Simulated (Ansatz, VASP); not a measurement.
**Two plane-wave programs on Na**

```xyz
2
Lattice="3.7670 0.0000 0.0000 -1.8835 3.2623 0.0000 0.0000 0.0000 6.1540" Properties=species:S:1:pos:R:3 pbc="T T T"
Na    0.0000    2.3999    1.0885
Na    1.8835    1.0874    4.6155
```

Alike in both runs: task single point; functional PBEsol; k mesh 12 × 12 × 8; occupations gaussian, width 0.15 eV; no spin polarisation.

```csv
,VASP,Ansatz
version,VASP 6.6.1,Ansatz 0.2.0
potentials or method,"VASP PAW PBE potentials, release 64 (Na_pv), cutoff 520 eV","scalar-relativistic, plane waves, PAW"
valence electrons in the cell,14,18
```

|  | VASP | Ansatz | Ansatz less VASP |
| --- | --- | --- | --- |
| gap on the k mesh at the Fermi level (eV) | none | none | - |
| pressure (GPa) | 0.2 | 0.1 | -0.10 |
| traceless stress, the component that is largest in VASP (GPa) | -0.29 | -0.29 | 0.000 |
| rms of the force components (eV/Å) | 0.188 | 0.187 | -0.0006 |

VASP's potentials were made for PBE, not for PBEsol. Atom by atom the forces differ by 0.001 eV/Å (rms over components). A gap of «none» marks a metal or a gap that the smearing closes. VASP's potentials hold 14 valence electrons a cell and Ansatz's 18, so a difference there can come from the potentials and not from the codes.
